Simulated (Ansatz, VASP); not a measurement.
**BaTiO3: VASP beside Ansatz**

File INCAR:

```
PREC = Accurate ; ENCUT = 520
EDIFF = 1E-6 ; ISMEAR = 0
SIGMA = 0.05 ; LREAL = False
LASPH = True ; NELM = 60
ALGO = Normal ; ISIF = 2
LWAVE = False ; LCHARG = False
GGA = PE ; NBANDS = 28
```

File KPOINTS:

```
regular mesh
0
Gamma
  8 8 8
```

Contents of POSCAR:

```
BaTiO3
1.0
    4.0192501416      0.0000000000      0.0000000000
    0.0000000000      4.0192501416      0.0000000000
    0.0000000000      0.0000000000      4.0192501416
Ba Ti O
1 1 3
Direct
    0.5000000000      0.5000000000      0.5000000000
    0.0000000000      0.0000000000      0.0000000000
    0.5000000000      0.0351860052      0.0351860052
    0.0000000000      0.5000000000      0.0000000000
    0.0000000000      0.0000000000      0.5000000000
```

Input for Ansatz:

```yaml
crystal:
  lattice:
    - [4.0192501416, 0.0, 0.0]
    - [0.0, 4.0192501416, 0.0]
    - [0.0, 0.0, 4.0192501416]
  atoms:
    - { symbol: Ba, position: [0.5, 0.5, 0.5] }
    - { symbol: Ti, position: [0.0, 0.0, 0.0] }
    - { symbol: O, position: [0.5, 0.0351860052, 0.0351860052] }
    - { symbol: O, position: [0.0, 0.5, 0.0] }
    - { symbol: O, position: [0.0, 0.0, 0.5] }
basis:
  ecutwfc: 420
kpoints:
  mp_grid: { grid: [8, 8, 8] }
hamiltonian:
  xc: pbe
scf:
  occupations: { method: gaussian, width: 0.05 }
output:
  forces: true
  stress: true
  eigenvalues: true
```

Alike in both runs: task single point; functional PBE; k mesh 8 × 8 × 8; occupations gaussian, width 0.05 eV; no spin polarisation.

|  | VASP | Ansatz |
| --- | --- | --- |
| version | VASP 6.6.1 | Ansatz 0.2.0 |
| potentials or method | VASP PAW PBE potentials, release 64 (Ba_sv, Ti_sv, O), cutoff 520 eV | scalar-relativistic, plane waves, PAW |
| valence electrons in the cell | 40 | 40 |

Ansatz gave:

```
gap on the k mesh at the Fermi level (eV)                     : 1.74
least direct gap on the mesh (eV)                             : 1.91
pressure (GPa)                                                : 0.2
traceless stress, the component that is largest in VASP (GPa) : -0.31
rms of the force components (eV/Å)                            : 0.371
```

Estimate VASP's values.

gap on the k mesh at the Fermi level (eV): 1.68; least direct gap on the mesh (eV): 1.89; pressure (GPa): 1.9; traceless stress, the component that is largest in VASP (GPa): -0.39; rms of the force components (eV/Å): 0.386.

Atom by atom the forces differ by 0.024 eV/Å (rms over components).

Neither program's run includes spin-orbit coupling.
